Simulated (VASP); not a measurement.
# Fe (Im-3m) in VASP: a series of runs

Fe is run at these levels: r2SCAN; tasks: single point.

Program: VASP 6.6.1. These are calculated values, not measurements. Logs are shortened: lines on timing, memory, paths and dates and some standing lists are left out, and cuts for length are marked.

## (1) The cell of the first run

It takes space group Im-3m (No. 229, cubic). The conventional cell has a = 2.769 Å, b = 2.769 Å, c = 2.769 Å, α = 90.00°, β = 90.00°, γ = 90.00°. Within 3.2 Å of Fe (site symmetry m-3m) lie 14 Fe at 2.40 to 2.77 Å.

## (2) Single point, r2SCAN

File POSCAR:

```
Fe
1.0
   -1.3843273156      1.3843273156      1.3843273156
    1.3843273156     -1.3843273156      1.3843273156
    1.3843273156      1.3843273156     -1.3843273156
Fe
1
Direct
    0.0000000000      0.0000000000      0.0000000000
```

File INCAR.step1:

```
SYSTEM = Fe
PREC = Accurate
ENCUT = 520
ISMEAR = -1
SIGMA = 0.1
LREAL = .False.
LASPH = .True.
NELM = 80
NBANDS = 10
GGA = PE
ALGO = Normal
EDIFF = 1E-4
LWAVE = .True.
LCHARG = .False.
```

File INCAR.step2:

```
SYSTEM = Fe
PREC = Accurate
ENCUT = 520
EDIFF = 1E-6
ISMEAR = -1
SIGMA = 0.1
LREAL = .False.
LASPH = .True.
NELM = 80
ALGO = Normal
ISIF = 2
LWAVE = .False.
LCHARG = .False.
METAGGA = R2SCAN
LMIXTAU = .True.
NBANDS = 10
ISTART = 1
```

File KPOINTS:

```
Automatic mesh
0
Gamma
  17 17 17
  0 0 0
```

Potentials or basis: VASP PAW PBE potentials, release 64 (Fe).

Run with:

```bash
$ cat potpaw_PBE.64/Fe/POTCAR > POTCAR
$ cp INCAR.step1 INCAR
$ mpirun -np 1 vasp_std > vasp.out
$ cp INCAR.step2 INCAR
$ mpirun -np 1 vasp_std > vasp.out
```

OUTCAR:

```text
SYSTEM = Fe
   PREC = Accurate
   ENCUT = 520
   EDIFF = 1E-6
   ISMEAR = -1
   LREAL = .False.
   LASPH = .True.
   NELM = 80
   ISIF = 2
   METAGGA = R2SCAN
   ISTART = 1

 ion  position               nearest neighbor table
   1  0.000  0.000  0.000-

  LATTYP: Found a body centered cubic cell.
 ALAT       =     2.7686546312

  Lattice vectors:

 A1 = (  -1.3843273156,   1.3843273156,   1.3843273156)
 A2 = (   1.3843273156,  -1.3843273156,   1.3843273156)
 A3 = (   1.3843273156,   1.3843273156,  -1.3843273156)

Analysis of symmetry for initial positions (statically):
=====================================================================
 Subroutine PRICEL returns:
 Original cell was already a primitive cell.

 Routine SETGRP: Setting up the symmetry group for a
 body centered cubic supercell.

 Subroutine GETGRP returns: Found 48 space group operations
 (whereof 48 operations were pure point group operations)
 out of a pool of 48 trial point group operations.

The static configuration has the point symmetry O_h .

Analysis of symmetry for dynamics (positions and initial velocities):
=====================================================================
 Subroutine PRICEL returns:
 Original cell was already a primitive cell.

 Routine SETGRP: Setting up the symmetry group for a
 body centered cubic supercell.

 Subroutine GETGRP returns: Found 48 space group operations
 (whereof 48 operations were pure point group operations)
 out of a pool of 48 trial point group operations.

The dynamic configuration has the point symmetry O_h .

 Subroutine INISYM returns: Found 48 space group operations
 (whereof 48 operations are pure point group operations),
 and found     1 'primitive' translations

----------------------------------------------------------------------------------------

                                     Primitive cell

  volume of cell :      10.6115

  direct lattice vectors                    reciprocal lattice vectors
    -1.384327316  1.384327316  1.384327316     0.000000000  0.361186256  0.361186256
     1.384327316 -1.384327316  1.384327316     0.361186256  0.000000000  0.361186256
     1.384327316  1.384327316 -1.384327316     0.361186256  0.361186256  0.000000000

  length of vectors
     2.397725245  2.397725245  2.397725245     0.510794502  0.510794502  0.510794502

  position of ions in fractional coordinates (direct lattice)
     0.000000000  0.000000000  0.000000000

  ion indices of the primitive-cell ions
   primitive index   ion index
                 1           1

----------------------------------------------------------------------------------------

 KPOINTS: Automatic mesh

Automatic generation of k-mesh.
 Grid dimensions read from file:
 generate k-points for:   17   17   17

 Generating k-lattice:

  Cartesian coordinates                     Fractional coordinates (reciprocal lattice)
     0.000000000  0.021246250  0.021246250     0.058823529  0.000000000  0.000000000
     0.021246250  0.000000000  0.021246250     0.000000000  0.058823529  0.000000000
     0.021246250  0.021246250  0.000000000     0.000000000  0.000000000  0.058823529

  Length of vectors
     0.030046735  0.030046735  0.030046735

  Shift w.r.t. Gamma in fractional coordinates (k-lattice)
     0.000000000  0.000000000  0.000000000

 Subroutine IBZKPT returns following result:
 ===========================================

 Found    165 irreducible k-points:

 Following reciprocal coordinates:
            Coordinates               Weight
  0.000000  0.000000  0.000000      1.000000
  0.058824  0.000000  0.000000     12.000000
  0.117647  0.000000  0.000000     12.000000
  0.176471  0.000000  0.000000     12.000000
  0.235294  0.000000  0.000000     12.000000
  0.294118  0.000000  0.000000     12.000000
[... 16 lines left out ...]
  0.411765  0.117647 -0.000000     48.000000
  0.176471  0.176471  0.000000     24.000000
 [... further k-points ...]
   k-points           NKPTS =    165   k-points in BZ     NKDIM =    165   number of bands    NBANDS=     10
   number of dos      NEDOS =    301   number of ions     NIONS =      1
   total plane-waves  NPLWV =   5832
   dimension x,y,z NGX =    18 NGY =   18 NGZ =   18
   dimension x,y,z NGXF=    36 NGYF=   36 NGZF=   36
   ions per type =               1
   NGX,Y,Z   is equivalent  to a cutoff of  12.48, 12.48, 12.48 a.u.
   NGXF,Y,Z  is equivalent  to a cutoff of  24.96, 24.96, 24.96 a.u.
 SYSTEM =  Fe
   PREC   = accura    normal or accurate (medium, high low for compatibility)
   ISTART =      1    job   : 0-new  1-cont  2-samecut
   ICHARG =      0    charge: 1-file 2-atom 10-const
   ISPIN  =      1    spin polarized calculation?
   LNONCOLLINEAR =      F non collinear calculations
   LSORBIT =      F    spin-orbit coupling
   LASPH  =      T    aspherical Exc in radial PAW
   ENCUT  =  520.0 eV  38.22 Ry    6.18 a.u.   4.46  4.46  4.46*2*pi/ulx,y,z
   NELM   =     80;   NELMIN=  2; NELMDL=  0     # of ELM steps
   EDIFF  = 0.1E-05   stopping-criterion for ELM
   LREAL  =      F    real-space projection
   EDIFFG = 0.1E-04   stopping-criterion for IOM
   NSW    =      0    number of steps for IOM
   IBRION =     -1    ionic relax: 0-MD 1-quasi-New 2-CG
   NFREE  =      0    steps in history (QN), initial steepest desc. (CG)
   ISIF   =      2    stress and relaxation
   ISYM   =      2    0-nonsym 1-usesym 2-fastsym
   POTIM  = 0.5000    time-step for ionic-motion
   TEBEG  =    0.0;   TEEND  =   0.0 temperature during run
   PSTRESS=    0.0 pullay stress
   NELECT =       8.0000    total number of electrons
   NUPDOWN=      -1.0000    fix difference up-down
   EMIN   =  10.00;   EMAX   =-10.00  energy-range for DOS
   EFERMI =   0.00;   METHOD = LEGACY
   ISMEAR =    -1;   SIGMA  =   0.10  broadening in eV -4-tet -1-fermi 0-gaus
   EFERMI_NEDOS =   21; number of points for ismear=-14 and -15
   IALGO  =     38    algorithm
   IMIX   =      4    mixing-type and parameters
     AMIX     =   0.40;   BMIX     =  1.00
     AMIX_MAG =   1.60;   BMIX_MAG =  1.00
  volume/ion in A,a.u.               =      10.61        71.61
  Fermi-wavevector in a.u.,A,eV,Ry     =   1.489976  2.815647 30.205335  2.220030
  Thomas-Fermi vector in A             =   2.602817
   LORBIT       =      0    0 simple, 1 ext, 2 COOP (PROOUT), +10 PAW based schemes
   METAGGA = R2SCAN    functional components
   LHFCALC =     F    Hartree Fock is set to
   AEXX    =    0.0000 exact exchange contribution
   IVDW    =     0    specifies the selected vdW correction
   LEPSILON=     F    determine dielectric tensor
   LRPA    =     F    only Hartree local field effects (RPA)
 non-spin polarized calculation
  energy-cutoff  :      520.00
  volume of cell :       10.61
 maximum number of plane-waves:       321
 NGX is ok and might be reduce to    18
   NGX =  9   NGY =  9   NGZ =  9

 number of electron       7.9999998 magnetization

 Free energy of the ion-electron system (eV)
  ---------------------------------------------------
  ext. energy  EPLUGINS =         0.00000000
  ---------------------------------------------------
  free energy    TOTEN  =       -13.33192307 eV

  energy without entropy =      -13.23328183  energy(sigma->0) =      -13.28260245

 E-fermi :   6.4908     XC(G=0): -14.7522

 val. band max:        6.4891948745   @ k =   0.3529   0.1176   0.0588
 cond. band min:       6.5015436310   @ k =   0.0000   0.0000   0.0000
 fundamental gap:      0.0123487565
 Fermi energy:         6.4907873969

 k-point     1 :       0.0000    0.0000    0.0000
  band No.  band energies     occupation
      1      -2.8450      2.00000
      2       4.5919      2.00000
      3       4.5919      2.00000
      4       4.5919      2.00000
      5       6.5015      0.94627
      6       6.5015      0.94626
      7      33.2261      0.00000
      8      33.2261      0.00000
      9      33.2261      0.00000
     10      39.0070      0.00000

 k-point     2 :       0.0588    0.0000    0.0000
  band No.  band energies     occupation
      1      -2.6865      2.00000
      2       4.5433      2.00000
      3       4.5861      2.00000
      4       4.6823      2.00000
      5       6.4502      1.20008
      6       6.5054      0.92692
      7      32.2533      0.00000
      8      33.0178      0.00000
      9      33.1394      0.00000
     10      38.6045      0.00000

 k-point     3 :       0.1176    0.0000    0.0000
  band No.  band energies     occupation
      1      -2.2221      2.00000
      2       4.4056      2.00000
      3       4.5556      2.00000
      4       4.9461      2.00000
      5       6.3293      1.66822
      6       6.5182      0.86355
      7      30.0767      0.00000
      8      32.2926      0.00000
      9      32.9235      0.00000
     10      37.9795      0.00000

 k-point     4 :       0.1765    0.0000    0.0000
  band No.  band energies     occupation
      1      -1.4887      2.00000
      2       4.2012      2.00000
      3       4.4783      2.00000
      4       5.3606      1.99998
      5       6.2198      1.87521
      6       6.5426      0.74651
      7      27.4144      0.00000
      8      31.0991      0.00000
      9      32.6622      0.00000
     10      35.8780      0.00000
[... 222 lines left out ...]
 k-point    22 :       0.3529    0.1176    0.0000
  band No.  band energies     occupation
      1       1.6740      2.00000
      2       3.3912      2.00000
      3       4.8881      2.00000
      4       6.3453      1.62161
      5       6.9003      0.03277
      6       8.5405      0.00000
      7      17.0260      0.00000
      8      24.2526      0.00000
      9      28.4647      0.00000
     10      33.6316      0.00000

 k-point    23 :       0.4118    0.1176   -0.0000
  band No.  band energies     occupation
      1       1.7250      2.00000
      2       3.3199      2.00000
      3       5.2825      1.99999
      4       6.3931      1.45315
      5       7.0172      0.01029
      6       9.2410      0.00000
      7      15.4917      0.00000
      8      23.9239      0.00000
      9      28.0230      0.00000
     10      33.5864      0.00000

 k-point    24 :       0.1765    0.1765    0.0000
  band No.  band energies     occupation
      1       0.7104      2.00000
      2       3.8063      2.00000
      3       3.9175      2.00000
      4       6.0614      1.97306
      5       6.6904      0.23932
      6       7.0488      0.00752
      7      23.2136      0.00000
      8      24.4822      0.00000
      9      30.5681      0.00000
     10      34.2194      0.00000

 [... further k-points ...]
[... 5 lines left out ...]
  --------------------------------------------------------------------------------------
  -------------------------------------------------------------------------------------
  Total       -0.7028841     -0.7028841     -0.7028841      0.0000000     -0.0000000      0.0000000
  in kB     -106.1250572   -106.1250572   -106.1250572      0.0000000     -0.0000000      0.0000000
  external PRESSURE =    -106.1250572 kB  Pullay stress =       0.0000000 kB

 VOLUME and BASIS-vectors are now :
 -----------------------------------------------------------------------------
  energy-cutoff  :      520.00
  volume of cell :       10.61
      direct lattice vectors                 reciprocal lattice vectors
    -1.384327316  1.384327316  1.384327316     0.000000000  0.361186256  0.361186256
     1.384327316 -1.384327316  1.384327316     0.361186256  0.000000000  0.361186256
     1.384327316  1.384327316 -1.384327316     0.361186256  0.361186256  0.000000000

 POSITION                                       TOTAL-FORCE (eV/Angst)
 -----------------------------------------------------------------------------------
      0.00000      0.00000      0.00000         0.000000      0.000000      0.000000
 -----------------------------------------------------------------------------------
    total drift:                                0.000000     -0.000000      0.000000

  FREE ENERGIE OF THE ION-ELECTRON SYSTEM (eV)
  ---------------------------------------------------
  free  energy   TOTEN  =       -13.3319230681 eV

  energy  without entropy=      -13.2332818277  energy(sigma->0) =      -13.28260245
```

Wall time 1.9 min (1 thread of AMD EPYC 7R13, shared host); peak memory 0.11 GiB.

Results:

* Free energy: -13.3319 eV
* Pressure: -10.6 GPa
* Band gap on the k mesh: zero (band 4 reaches 7.37 eV, above the bottom of band 5 at 5.35 eV)

Levels at points of the mesh, in eV from the Fermi level:
| k point | band 1 | band 2 | band 3 | band 4 | band 5 | band 6 | band 7 | band 8 | band 9 |
| --- | --- | --- | --- | --- | --- | --- | --- | --- | --- |
| (0.00, 0.00, 0.00) | -9.34 | -1.90 | -1.90 | -1.90 | 0.01 | 0.01 | 26.74 | 26.74 | 26.74 |

Caveat: the PAW data sets were made with another functional, which shifts forces and pressure a little; the run has no spin polarisation, though such a crystal can be magnetic. Spin polarisation is off, so any magnetic state and its effect on volume and gap are missing.

## (3) Single point, r2SCAN

POSCAR is that of step 2.

File INCAR.step1:

```
PREC = Accurate ; ENCUT = 520
ISMEAR = -1 ; SIGMA = 0.1
LREAL = False ; LASPH = True
NELM = 60 ; NBANDS = 10
GGA = PE ; ALGO = Normal
EDIFF = 1E-4 ; LWAVE = True
LCHARG = False
```

File INCAR.step2:

```
PREC = Accurate ; ENCUT = 520
EDIFF = 1E-7 ; ISMEAR = -1
SIGMA = 0.1 ; LREAL = False
LASPH = True ; NELM = 60
ALGO = Normal ; ISIF = 2
LWAVE = False ; LCHARG = False
METAGGA = R2SCAN ; LMIXTAU = True
NBANDS = 10 ; ISTART = 1
```

File KPOINTS:

```
Automatic mesh
0
Gamma
  17 17 17
```

Potentials or basis: VASP PAW PBE potentials, release 64 (Fe).

Run with:

```bash
$ cat potpaw_PBE.64/Fe/POTCAR > POTCAR
$ cp INCAR.step1 INCAR
$ mpirun -np 1 vasp_std > vasp.out
$ cp INCAR.step2 INCAR
$ mpirun -np 1 vasp_std > vasp.out
```

Wall time 2.5 min (1 thread of AMD EPYC 7R13, shared host); peak memory 0.11 GiB.

The run converged. Its results:

| Item | Value |
| --- | --- |
| Free energy | -13.3319 eV |
| Pressure | -10.6 GPa |
| Band gap on the k mesh | zero (band 4 reaches 7.37 eV, above the bottom of band 5 at 5.35 eV) |

Levels at points of the mesh, in eV from the Fermi level:
```
           k point  band 2  band 3  band 4  band 5  band 6  band 7
(0.00, 0.00, 0.00)   -1.90   -1.90   -1.90    0.01    0.01   26.74
```

Caveat: the PAW data sets were made with another functional, which shifts forces and pressure a little; the run has no spin polarisation, though such a crystal can be magnetic.

## (4) Single point, r2SCAN

This run uses another cell than the first one, of 10.93 Å³/atom, 1.030 times its volume.

File POSCAR:

```
Fe
1.0
   -1.3979000176      1.3979000176      1.3979000176
    1.3979000176     -1.3979000176      1.3979000176
    1.3979000176      1.3979000176     -1.3979000176
Fe
1
Direct
    0.0000000000      0.0000000000      0.0000000000
```

File INCAR.step1:

```
ALGO     = Normal         # electronic algorithm
EDIFF    = 1E-4           # SCF threshold, eV
ENCUT    = 520            # plane-wave cutoff, eV
GGA      = PE             # functional
ISMEAR   = -1             # smearing method
LASPH    = True           # aspherical terms in the spheres
LCHARG   = False          # write CHGCAR
LREAL    = False          # projectors in reciprocal space
LWAVE    = True           # write WAVECAR
NBANDS   = 10             # bands
NELM     = 80             # most SCF steps
PREC     = Accurate       # precision mode
SIGMA    = 0.1            # smearing width, eV
```

File INCAR.step2:

```
ALGO     = Normal         # electronic algorithm
EDIFF    = 1E-7           # SCF threshold, eV
ENCUT    = 520            # plane-wave cutoff, eV
ISIF     = 2              # what is computed and relaxed
ISMEAR   = -1             # smearing method
ISTART   = 1            
LASPH    = True           # aspherical terms in the spheres
LCHARG   = False          # write CHGCAR
LMIXTAU  = True         
LREAL    = False          # projectors in reciprocal space
LWAVE    = False          # write WAVECAR
METAGGA  = R2SCAN         # meta-GGA
NBANDS   = 10             # bands
NELM     = 80             # most SCF steps
PREC     = Accurate       # precision mode
SIGMA    = 0.1            # smearing width, eV
```

File KPOINTS:

```
k-points
0
Gamma
  17 17 17
```

Run with:

```bash
$ cat potpaw_PBE.64/Fe/POTCAR > POTCAR
$ cp INCAR.step1 INCAR
$ mpirun -np 1 vasp_std > vasp.out
$ cp INCAR.step2 INCAR
$ mpirun -np 1 vasp_std > vasp.out
```

Wall time 2.1 min (1 thread of AMD EPYC 7R13, shared host); peak memory 0.1 GiB.

It converged, with:

```
Free energy            : -13.3044 eV
Pressure               : -17.2 GPa
Band gap on the k mesh : zero (band 4 reaches 7.01 eV, above the bottom of band 5 at 5.08 eV)
```

Levels at points of the mesh, in eV from the Fermi level:
| k point | band 1 | band 2 | band 3 | band 4 | band 5 | band 6 | band 7 | band 8 |
| --- | --- | --- | --- | --- | --- | --- | --- | --- |
| (0.00, 0.00, 0.00) | -9.16 | -1.82 | -1.82 | -1.82 | 0.02 | 0.02 | 26.43 | 26.43 |

Caveat: the PAW data sets were made with another functional, which shifts forces and pressure a little; the run has no spin polarisation, though such a crystal can be magnetic. Spin polarisation is off, so any magnetic state and its effect on volume and gap are missing.
